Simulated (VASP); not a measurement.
# F2: single point with LDA

The system is F2, in a box.

```
CELL_PARAMETERS angstrom
9.00000 0.00000 0.00000
0.00000 9.50000 0.00000
0.00000 0.00000 10.00000
ATOMIC_POSITIONS crystal
F 0.50000 0.50000 0.43080
F 0.50000 0.50000 0.56920
```

```
Program                : VASP 6.6.1
Task                   : single point
Functional             : LDA
Potentials or basis    : VASP PAW LDA potentials, release 64 (F)
Cutoff                 : 520 eV
k mesh                 : 1 × 1 × 1
Occupations            : fermi-dirac, width 0.02 eV
Spin                   : no spin polarisation
Dipole correction      : no
Further INCAR settings : ALGO = Normal; EDIFF = 1e-07; NBANDS = 14
```

```json
{
 "Largest force": "0.603 eV/Å",
 "Gap between the frontier levels": "3.70 eV"
}
```

Forces in eV/Å, atoms in the order of the input:
```
F    0.000  0.000 -0.603
F    0.000  0.000  0.603
```

Levels at points of the mesh, in eV from the valence-band top:
```
           k point  band 3  band 4  band 5  band 6  band 7  band 8  band 9  band 10  band 11  band 12
(0.00, 0.00, 0.00)   -6.34   -3.72   -3.72    0.00    0.00    3.70    9.11    10.63    10.63    10.77
```

Wall time 33 s on 1 thread of Intel(R) Xeon(R) Platinum 8375C CPU @ 2.90GHz (Ice Lake), on a shared host, peak memory 0.49 GiB.
